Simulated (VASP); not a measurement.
# ZnInCl4 (P4/mmm) in VASP: further runs

Runs on ZnInCl4. Level: PBE. Tasks: single point, relaxation of cell and atoms.

All numbers are computed with VASP 6.6.1; they aren't measurements. Logs are shortened: lines on timing, memory, paths and dates and some standing lists are left out, and cuts for length are marked.

### Step 1. The cell of the first run

The structure is tetragonal, space group P4/mmm (No. 123). The conventional cell has a = 4.478 Å, b = 4.478 Å, c = 6.333 Å, α = 90.00°, β = 90.00°, γ = 90.00°. Within 3.6 Å of Zn (site symmetry 4/mmm) lie 8 Cl at 2.74 Å. Within 3.6 Å of In (site symmetry 4/mmm) lie 8 Cl at 2.74 Å. Cl (site symmetry 2mm) has 2 Zn at 2.74 Å and 2 In at 2.74 Å and 6 Cl at 3.17 Å within 3.6 Å.

### Step 2. Single point, PBE

INCAR reads:

```
SYSTEM = ZnInCl4
PREC     = Accurate       ! precision mode
ENCUT    = 520            ! plane-wave cutoff, eV
EDIFF    = 1E-7           ! SCF threshold, eV
ISMEAR   = 0              ! smearing method
SIGMA    = 0.1            ! smearing width, eV
LREAL    = .FALSE.        ! projectors in reciprocal space
LASPH    = .TRUE.         ! aspherical terms in the spheres
NELM     = 60             ! most SCF steps
ALGO     = Normal         ! electronic algorithm
ISIF     = 2              ! what is computed and relaxed
LWAVE    = .FALSE.        ! write WAVECAR
LCHARG   = .TRUE.         ! write CHGCAR
GGA      = PE             ! functional
LELF     = .TRUE.         ! ELF
LVHAR    = .TRUE.       
NBANDS   = 36             ! bands
```

KPOINTS reads:

```
Automatic mesh
0
G
  4 4 4
  0 0 0
```

POSCAR reads:

```
ZnInCl4
1.0
    4.4783734700      0.0000000000      0.0000000000
    0.0000000000      4.4783734700      0.0000000000
    0.0000000000      0.0000000000      6.3333765000
Zn In Cl
1 1 4
Direct
    0.5000000000      0.5000000000      0.5000000000
    0.0000000000      0.0000000000      0.0000000000
    0.5000000000      0.0000000000      0.2500000000
    0.0000000000      0.5000000000      0.7500000000
    0.5000000000      0.0000000000      0.7500000000
    0.0000000000      0.5000000000      0.2500000000
```

Potentials or basis: VASP PAW PBE potentials, release 64 (Zn, In_d, Cl).

Started as:

```bash
> cat potpaw_PBE.64/Zn/POTCAR potpaw_PBE.64/In_d/POTCAR potpaw_PBE.64/Cl/POTCAR > POTCAR
> mpirun -np 1 vasp_std > vasp.out
```

OUTCAR:

```text
SYSTEM = ZnInCl4
   PREC = Accurate
   ENCUT = 520
   EDIFF = 1E-7
   ISMEAR = 0
   LREAL = .FALSE.
   LASPH = .TRUE.
   NELM = 60
   ISIF = 2
   GGA = PE

 ion  position               nearest neighbor table
   1  0.500  0.500  0.500-   3 2.74   4 2.74   5 2.74   6 2.74   3 2.74   5 2.74   4 2.74   6 2.74

   2  0.000  0.000  0.000-   3 2.74   4 2.74   5 2.74   6 2.74   4 2.74   6 2.74   3 2.74   5 2.74

   3  0.500  0.000  0.250-   1 2.74   2 2.74   1 2.74   2 2.74
   4  0.000  0.500  0.750-   1 2.74   2 2.74   2 2.74   1 2.74
   5  0.500  0.000  0.750-   1 2.74   2 2.74   1 2.74   2 2.74
   6  0.000  0.500  0.250-   1 2.74   2 2.74   2 2.74   1 2.74

  LATTYP: Found a simple tetragonal cell.
 ALAT       =     4.4783734700
 C/A-ratio  =     1.4142135627

  Lattice vectors:

 A1 = (   4.4783734700,   0.0000000000,   0.0000000000)
 A2 = (   0.0000000000,   4.4783734700,   0.0000000000)
 A3 = (   0.0000000000,   0.0000000000,   6.3333765000)

Analysis of symmetry for initial positions (statically):
=====================================================================
 Subroutine PRICEL returns:
 Original cell was already a primitive cell.

 Routine SETGRP: Setting up the symmetry group for a
 simple tetragonal supercell.

 Subroutine GETGRP returns: Found 16 space group operations
 (whereof 16 operations were pure point group operations)
 out of a pool of 16 trial point group operations.

The static configuration has the point symmetry D_4h.

Analysis of symmetry for dynamics (positions and initial velocities):
=====================================================================
 Subroutine PRICEL returns:
 Original cell was already a primitive cell.

 Routine SETGRP: Setting up the symmetry group for a
 simple tetragonal supercell.

 Subroutine GETGRP returns: Found 16 space group operations
 (whereof 16 operations were pure point group operations)
 out of a pool of 16 trial point group operations.

The dynamic configuration has the point symmetry D_4h.

 Subroutine INISYM returns: Found 16 space group operations
 (whereof 16 operations are pure point group operations),
 and found     1 'primitive' translations

----------------------------------------------------------------------------------------

                                     Primitive cell

  volume of cell :     127.0211

  direct lattice vectors                    reciprocal lattice vectors
     4.478373470  0.000000000  0.000000000     0.223295356  0.000000000  0.000000000
     0.000000000  4.478373470  0.000000000     0.000000000  0.223295356  0.000000000
     0.000000000  0.000000000  6.333376500     0.000000000  0.000000000  0.157893661

  length of vectors
     4.478373470  4.478373470  6.333376500     0.223295356  0.223295356  0.157893661

  position of ions in fractional coordinates (direct lattice)
     0.500000000  0.500000000  0.500000000
     0.000000000  0.000000000  0.000000000
     0.500000000  0.000000000  0.250000000
     0.000000000  0.500000000  0.750000000
     0.500000000  0.000000000  0.750000000
     0.000000000  0.500000000  0.250000000

  ion indices of the primitive-cell ions
   primitive index   ion index
                 1           1
                 2           2
                 3           3
                 4           4
                 5           5
                 6           6

----------------------------------------------------------------------------------------

 KPOINTS: Automatic mesh

Automatic generation of k-mesh.
 Grid dimensions read from file:
 generate k-points for:    4    4    4

 Generating k-lattice:

  Cartesian coordinates                     Fractional coordinates (reciprocal lattice)
     0.055823839  0.000000000  0.000000000     0.250000000  0.000000000  0.000000000
     0.000000000  0.055823839  0.000000000     0.000000000  0.250000000  0.000000000
     0.000000000  0.000000000  0.039473415     0.000000000  0.000000000  0.250000000

  Length of vectors
     0.055823839  0.055823839  0.039473415

  Shift w.r.t. Gamma in fractional coordinates (k-lattice)
     0.000000000  0.000000000  0.000000000

 Subroutine IBZKPT returns following result:
 ===========================================

 Found     18 irreducible k-points:

 Following reciprocal coordinates:
            Coordinates               Weight
  0.000000  0.000000  0.000000      1.000000
  0.250000  0.000000  0.000000      4.000000
  0.500000  0.000000  0.000000      2.000000
  0.250000  0.250000  0.000000      4.000000
  0.500000  0.250000  0.000000      4.000000
  0.500000  0.500000  0.000000      1.000000
[... 10 lines left out ...]
  0.500000  0.250000  0.500000      4.000000
  0.500000  0.500000  0.500000      1.000000
   k-points           NKPTS =     18   k-points in BZ     NKDIM =     18   number of bands    NBANDS=     36
   number of dos      NEDOS =    301   number of ions     NIONS =      6
   total plane-waves  NPLWV =  62208
   dimension x,y,z NGX =    36 NGY =   36 NGZ =   48
   dimension x,y,z NGXF=    72 NGYF=   72 NGZF=   96
   ions per type =               1   1   4
   NGX,Y,Z   is equivalent  to a cutoff of  13.36, 13.36, 12.60 a.u.
   NGXF,Y,Z  is equivalent  to a cutoff of  26.73, 26.73, 25.20 a.u.
 SYSTEM =  ZnInCl4
   PREC   = accura    normal or accurate (medium, high low for compatibility)
   ISTART =      0    job   : 0-new  1-cont  2-samecut
   ICHARG =      2    charge: 1-file 2-atom 10-const
   ISPIN  =      1    spin polarized calculation?
   LNONCOLLINEAR =      F non collinear calculations
   LSORBIT =      F    spin-orbit coupling
   LASPH  =      T    aspherical Exc in radial PAW
   ENCUT  =  520.0 eV  38.22 Ry    6.18 a.u.   8.33  8.33 11.78*2*pi/ulx,y,z
   NELM   =     60;   NELMIN=  2; NELMDL= -5     # of ELM steps
   EDIFF  = 0.1E-06   stopping-criterion for ELM
   LREAL  =      F    real-space projection
   EDIFFG = 0.1E-05   stopping-criterion for IOM
   NSW    =      0    number of steps for IOM
   IBRION =     -1    ionic relax: 0-MD 1-quasi-New 2-CG
   NFREE  =      0    steps in history (QN), initial steepest desc. (CG)
   ISIF   =      2    stress and relaxation
   ISYM   =      2    0-nonsym 1-usesym 2-fastsym
   POTIM  = 0.5000    time-step for ionic-motion
   TEBEG  =    0.0;   TEEND  =   0.0 temperature during run
   PSTRESS=    0.0 pullay stress
   NELECT =      53.0000    total number of electrons
   NUPDOWN=      -1.0000    fix difference up-down
   EMIN   =  10.00;   EMAX   =-10.00  energy-range for DOS
   EFERMI =   0.00;   METHOD = LEGACY
   ISMEAR =     0;   SIGMA  =   0.10  broadening in eV -4-tet -1-fermi 0-gaus
   EFERMI_NEDOS =   21; number of points for ismear=-14 and -15
   IALGO  =     38    algorithm
   IMIX   =      4    mixing-type and parameters
     AMIX     =   0.40;   BMIX     =  1.00
     AMIX_MAG =   1.60;   BMIX_MAG =  1.00
  volume/ion in A,a.u.               =      21.17       142.86
  Fermi-wavevector in a.u.,A,eV,Ry     =   1.223324  2.311747 20.361411  1.496521
  Thomas-Fermi vector in A             =   2.358439
   LORBIT       =      0    0 simple, 1 ext, 2 COOP (PROOUT), +10 PAW based schemes
   GGA     = PE    functional components
   LHFCALC =     F    Hartree Fock is set to
   AEXX    =    0.0000 exact exchange contribution
   IVDW    =     0    specifies the selected vdW correction
   LEPSILON=     F    determine dielectric tensor
   LRPA    =     F    only Hartree local field effects (RPA)
 non-spin polarized calculation
 Gauss-broadening in eV      SIGMA  =   0.10
  energy-cutoff  :      520.00
  volume of cell :      127.02
 maximum number of plane-waves:      3448
 NGX is ok and might be reduce to    36
   NGX = 17   NGY = 17   NGZ = 23

 number of electron      53.0000019 magnetization

 Free energy of the ion-electron system (eV)
  ---------------------------------------------------
  ext. energy  EPLUGINS =         0.00000000
  ---------------------------------------------------
  free energy    TOTEN  =       -14.53695052 eV

  energy without entropy =      -14.52064493  energy(sigma->0) =      -14.52879773

 E-fermi :   4.9196     XC(G=0):  -9.5588

 val. band max:        4.9001692004   @ k =   0.5000   0.5000   0.0000
 cond. band min:       4.9300210299   @ k =   0.2500   0.2500   0.2500
 fundamental gap:      0.0298518295
 Fermi energy:         4.9196448381

 k-point     1 :       0.0000    0.0000    0.0000
  band No.  band energies     occupation
      1     -12.2908      2.00000
      2     -11.4876      2.00000
      3     -11.2693      2.00000
      4     -10.2895      2.00000
      5     -10.1108      2.00000
      6     -10.1108      2.00000
[... 28 lines left out ...]
     35      11.7003      0.00000
     36      11.9983      0.00000

 k-point     2 :       0.2500    0.0000    0.0000
  band No.  band energies     occupation
      1     -12.0943      2.00000
      2     -11.4116      2.00000
      3     -11.3363      2.00000
      4     -10.6704      2.00000
      5     -10.1092      2.00000
      6     -10.0395      2.00000
[... 28 lines left out ...]
     35      11.6168      0.00000
     36      12.1578      0.00000

 k-point     3 :       0.5000    0.0000    0.0000
  band No.  band energies     occupation
      1     -11.7184      2.00000
      2     -11.5772      2.00000
      3     -11.2873      2.00000
      4     -10.9297      2.00000
      5     -10.1076      2.00000
      6     -10.0406      2.00000
[... 28 lines left out ...]
     35      11.4919      0.00000
     36      11.5154      0.00000
[... 508 lines left out ...]
 k-point    17 :       0.5000    0.2500    0.5000
  band No.  band energies     occupation
      1     -11.5068      2.00000
      2     -11.3726      2.00000
      3     -11.3660      2.00000
      4     -11.2501      2.00000
      5     -10.0424      2.00000
      6     -10.0306      2.00000
[... 28 lines left out ...]
     35      11.5153      0.00000
     36      11.6424      0.00000

 k-point    18 :       0.5000    0.5000    0.5000
  band No.  band energies     occupation
      1     -11.4703      2.00000
      2     -11.4703      2.00000
      3     -11.2290      2.00000
      4     -11.2290      2.00000
      5     -10.0749      2.00000
      6     -10.0492      2.00000
[... 28 lines left out ...]
     35      12.5696      0.00000
     36      12.9020      0.00000

------------------------ aborting loop because EDIFF is reached ----------------------------------------

  FORCE on cell =-STRESS in cart. coord.  units (eV):
  Direction    XX          YY          ZZ          XY          YZ          ZX
  --------------------------------------------------------------------------------------
  -------------------------------------------------------------------------------------
  Total        5.3186671      5.3186671      5.1860507      0.0000000     -0.0000000     -0.0000000
  in kB       67.0868604     67.0868604     65.4141065      0.0000000     -0.0000000     -0.0000000
  external PRESSURE =      66.5292757 kB  Pullay stress =       0.0000000 kB

 VOLUME and BASIS-vectors are now :
 -----------------------------------------------------------------------------
  energy-cutoff  :      520.00
  volume of cell :      127.02
      direct lattice vectors                 reciprocal lattice vectors
     4.478373470  0.000000000  0.000000000     0.223295356  0.000000000  0.000000000
     0.000000000  4.478373470  0.000000000     0.000000000  0.223295356  0.000000000
     0.000000000  0.000000000  6.333376500     0.000000000  0.000000000  0.157893661

 POSITION                                       TOTAL-FORCE (eV/Angst)
 -----------------------------------------------------------------------------------
      2.23919      2.23919      3.16669        -0.000000     -0.000000      0.000000
      0.00000      0.00000      0.00000        -0.000000     -0.000000      0.000000
      2.23919      0.00000      1.58334        -0.000000     -0.000000      0.709042
      0.00000      2.23919      4.75003         0.000000     -0.000000     -0.709042
      2.23919      0.00000      4.75003        -0.000000      0.000000     -0.709042
      0.00000      2.23919      1.58334         0.000000      0.000000      0.709042
 -----------------------------------------------------------------------------------
    total drift:                                0.000000      0.000000      0.000000

  FREE ENERGIE OF THE ION-ELECTRON SYSTEM (eV)
  ---------------------------------------------------
  free  energy   TOTEN  =       -14.5369505206 eV

  energy  without entropy=      -14.5206449308  energy(sigma->0) =      -14.52879773
```

Wall time 2.7 min (1 thread of Oxide Virtual Turin-like, shared host); peak memory 0.24 GiB.

What came out:

```
Free energy   : -14.5370 eV
Pressure      : 6.7 GPa
Largest force : 0.709 eV/Å
```

Forces on the atoms (eV/Å):
```
Zn   0.000  0.000  0.000
In   0.000  0.000  0.000
Cl   0.000  0.000  0.709
Cl   0.000  0.000 -0.709
Cl   0.000  0.000 -0.709
Cl   0.000  0.000  0.709
```

Stress tensor (GPa, compression positive):
```
6.71 0.00 0.00
0.00 6.71 0.00
0.00 0.00 6.54
```

Caveat: spin-orbit coupling is left out, which moves the levels of the heavy elements; an odd number of electrons without spin polarisation forces a metal; a magnetic or distorted state may lie lower.

[end of part 1 of 2]
